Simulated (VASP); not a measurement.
Input of a VASP 6.6.1 run:

Contents of INCAR:

```
  PREC = Accurate
  ENCUT = 520
  EDIFF = 1E-6
  ISMEAR = -1
  SIGMA = 0.05
  LREAL = F
  LASPH = T
  NELM = 100
  ALGO = Normal
  ISIF = 2
  LWAVE = F
  LCHARG = T
  GGA = PS
  LELF = T
  LVHAR = T
  NBANDS = 56
```

Contents of KPOINTS:

```
regular mesh
0
Gamma
  4 4 4
```

POSCAR

```
HfO2
1.0
    5.1180000000      0.0000000000      0.0000000000
    0.0000000000      5.1857000000      0.0000000000
   -0.8586630598      0.0000000000      5.2138671406
Hf O
4 8
Direct
    0.2755000000      0.4603000000      0.7080000000
    0.7245000000      0.9603000000      0.7920000000
    0.7245000000      0.5397000000      0.2920000000
    0.2755000000      0.0397000000      0.2080000000
    0.0742000000      0.1684000000      0.8467000000
    0.9258000000      0.6684000000      0.6533000000
    0.9258000000      0.8316000000      0.1533000000
    0.0742000000      0.3316000000      0.3467000000
    0.4487000000      0.7419000000      0.9801000000
    0.5513000000      0.2419000000      0.5199000000
    0.5513000000      0.2581000000      0.0199000000
    0.4487000000      0.7581000000      0.4801000000
```

Potentials or basis: VASP PAW PBE potentials, release 64 (Hf_pv, O).

Run with:

```sh
$ cat potpaw_PBE.64/Hf_pv/POTCAR potpaw_PBE.64/O/POTCAR > POTCAR
$ mpirun -np 1 vasp_std > vasp.out
```

Q: Estimate the largest force.

A: 0.432 eV/Å.

Q: What does it give for the band gap on the k mesh?

A: 4.01 eV, indirect (least direct gap 4.10 eV).

Forces on the atoms (eV/Å):
```
Hf   0.160 -0.070 -0.010
Hf  -0.160 -0.070  0.010
Hf  -0.160  0.070  0.010
Hf   0.160  0.070 -0.010
O   -0.383 -0.192 -0.053
O    0.383 -0.192  0.053
O    0.383  0.192  0.053
O   -0.383  0.192 -0.053
O   -0.038  0.036 -0.078
O    0.038  0.036  0.078
O    0.038 -0.036  0.078
O   -0.038 -0.036 -0.078
```

Caveat: the PAW data sets were made with another functional, which shifts forces and pressure a little; spin-orbit coupling is left out, which moves the levels of the heavy elements. A k mesh can miss the band edges.
